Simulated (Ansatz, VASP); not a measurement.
# Mo2Br in VASP and in Ansatz

The input INCAR:

```
SYSTEM = Mo2Br
ALGO = Normal
EDIFF = 1E-6
ENCUT = 520
GGA = PE
ISIF = 2
ISMEAR = 0
ISPIN = 2
LASPH = .True.
LCHARG = .False.
LMAXMIX = 4
LORBIT = 11
LREAL = .False.
LWAVE = .False.
MAGMOM = 1 1 1 1 0 0
NBANDS = 48
NELM = 150
PREC = Accurate
SIGMA = 0.1
```

KPOINTS

```
k-points
0
Gamma
  4 4 4
  0 0 0
```

Contents of POSCAR:

```
Mo2Br
1.0
    0.0000000000      4.0699413900      4.0699413900
    4.0699413900      0.0000000000      4.0699413900
    4.0699413900      4.0699413900      0.0000000000
Mo Br
4 2
Direct
    0.1250000000      0.6250000000      0.1250000000
    0.1250000000      0.1250000000      0.6250000000
    0.6250000000      0.1250000000      0.1250000000
    0.1250000000      0.1250000000      0.1250000000
    0.7500000000      0.7500000000      0.7500000000
    0.5000000000      0.5000000000      0.5000000000
```

Input for Ansatz:

```yaml
crystal:
  lattice:
    - [0.0, 4.06994139, 4.06994139]
    - [4.06994139, 0.0, 4.06994139]
    - [4.06994139, 4.06994139, 0.0]
  atoms:
    - { symbol: Mo, position: [0.125, 0.625, 0.125], spin: 1.0 }
    - { symbol: Mo, position: [0.125, 0.125, 0.625], spin: 1.0 }
    - { symbol: Mo, position: [0.625, 0.125, 0.125], spin: 1.0 }
    - { symbol: Mo, position: [0.125, 0.125, 0.125], spin: 1.0 }
    - { symbol: Br, position: [0.75, 0.75, 0.75] }
    - { symbol: Br, position: [0.5, 0.5, 0.5] }
basis:
  ecutwfc: 420
kpoints:
  mp_grid: { grid: [4, 4, 4] }
hamiltonian:
  xc: pbe
scf:
  occupations: { method: gaussian, width: 0.1 }
  lower_state_search: "off"
output:
  forces: true
  stress: true
  eigenvalues: true
  populations: true
magnetization:
  spin_polarized: true
```

Change from the starting cell: species swapped into the SrPt2 type (Fd-3m, No. 227).

Alike in both runs: task single point; functional PBE; k mesh 4 × 4 × 4; occupations gaussian, width 0.1 eV; collinear spin.

|  | VASP | Ansatz |
| --- | --- | --- |
| version | VASP 6.6.1 | Ansatz 0.2.0 |
| potentials or method | VASP PAW PBE potentials, release 64 (Mo_sv, Br), cutoff 520 eV | scalar-relativistic, plane waves, PAW |
| valence electrons in the cell | 70 | 70 |

|  | VASP | Ansatz | Ansatz less VASP |
| --- | --- | --- | --- |
| gap on the k mesh at the Fermi level (eV) | none | none | - |
| pressure (GPa) | -15.3 | -15.4 | -0.09 |
| net moment per atom (μB) | 0.30 | 0.29 | -0.003 |
| size of the moment on the site where the two differ most (μB) | 0.33 | 0.31 | -0.019 |

Site moments also hang on the region over which each program counts them. A gap of «none» marks a metal or a gap that the smearing closes. With one functional, cell and mesh, what is left measures potentials, basis and numerics.
